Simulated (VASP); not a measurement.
AlAs: vibrations by perturbation theory with PBEsol

The system is AlAs.

```xyz
2
Lattice="0.0000 2.8373 2.8373 2.8373 0.0000 2.8373 2.8373 2.8373 0.0000" Properties=species:S:1:pos:R:3 pbc="T T T"
Al    0.0000    0.0000    0.0000
As    4.2559    4.2559    4.2559
```

```json
{"Program": "VASP 6.6.1", "Task": "vibrations by perturbation theory", "Functional": "PBEsol", "Potentials or basis": "VASP PAW PBE potentials, release 64 (Al, As)", "Cutoff": "500 eV", "k mesh": "8 × 8 × 8", "Occupations": "gaussian, width 0.01 eV", "Spin": "no spin polarisation", "Dipole correction": "no", "Further INCAR settings": "ALGO = Normal; EDIFF = 1e-08; IBRION = 8; NSW = 1"}
```

```json
{"Electronic dielectric tensor (diagonal)": "10.08", "Born charges (mean of the diagonal)": "Al +2.17; As -2.17 e", "Highest phonon frequency at Γ, LO-TO splitting left out": "355 cm⁻¹"}
```

Phonon frequencies in cm⁻¹ (negative: imaginary):
```tsv
q point	frequencies
(0.000, 0.000, 0.000)	0 0 0 355 355 355
```

Electronic dielectric tensor:
```
10.08  0.00  0.00
 0.00 10.08  0.00
 0.00  0.00 10.08
```

Born effective charge tensors (e):
atom 1, Al
```
2.17 0.00 0.00
0.00 2.17 0.00
0.00 0.00 2.17
```
atom 2, As
```
-2.17  0.00  0.00
 0.00 -2.17  0.00
 0.00  0.00 -2.17
```

It took 2.3 min on 1 thread of Intel(R) Xeon(R) 6975P-C (Granite Rapids), on a shared host, peak memory 0.24 GiB.
